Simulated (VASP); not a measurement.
Write the native input for VASP 6.6.1 that does the following.

```yaml
Task: single point
Functional: PBE
Potentials_or_basis: VASP PAW PBE potentials, release 64 (Ta_pv, O)
Cutoff: 520 eV
k_mesh: 33 × 33 × 33
Occupations: fermi-dirac, width 0.0612256 eV
Spin: no spin polarisation
Dipole_correction: no
Further_INCAR_settings: ALGO = Normal; EDIFF = 1e-07; NBANDS = 21
```

The structure of Ta2O (antifluorite type) lies in POSCAR:

```
Ta2O
1.0
    0.0000000000      2.8422866423      2.8422866423
    2.8422866423      0.0000000000      2.8422866423
    2.8422866423      2.8422866423      0.0000000000
Ta O
2 1
Direct
    0.2500000000      0.2500000000      0.2500000000
    0.7500000000      0.7500000000      0.7500000000
    0.0000000000      0.0000000000      0.0000000000
```

One way to write it, as run:

INCAR

```
SYSTEM = Ta2O
PREC = Accurate ; ENCUT = 520
EDIFF = 1E-7 ; ISMEAR = -1
SIGMA = 0.06122561905347299 ; LREAL = .False.
LASPH = .True. ; NELM = 60
ALGO = Normal ; ISIF = 2
LWAVE = .False. ; LCHARG = .False.
GGA = PE ; NBANDS = 21
```

KPOINTS

```
Automatic mesh
0
Gamma
  33 33 33
  0 0 0
```

Potentials or basis: VASP PAW PBE potentials, release 64 (Ta_pv, O).

Run with:

```console
$ cat potpaw_PBE.64/Ta_pv/POTCAR potpaw_PBE.64/O/POTCAR > POTCAR
$ mpirun -np 1 vasp_std > vasp.out
```

Results of the run:

* Pressure: -3.4 GPa
* Band gap on the k mesh: zero (bands 14 and 15 overlap by 1.02 eV)

Caveat: the cell stands under tension; spin-orbit coupling is left out, which moves the levels of the heavy elements.

Run time: 23 min on 1 thread of Oxide Virtual Turin-like Processor, with other jobs on the host, peak memory 0.81 GiB.
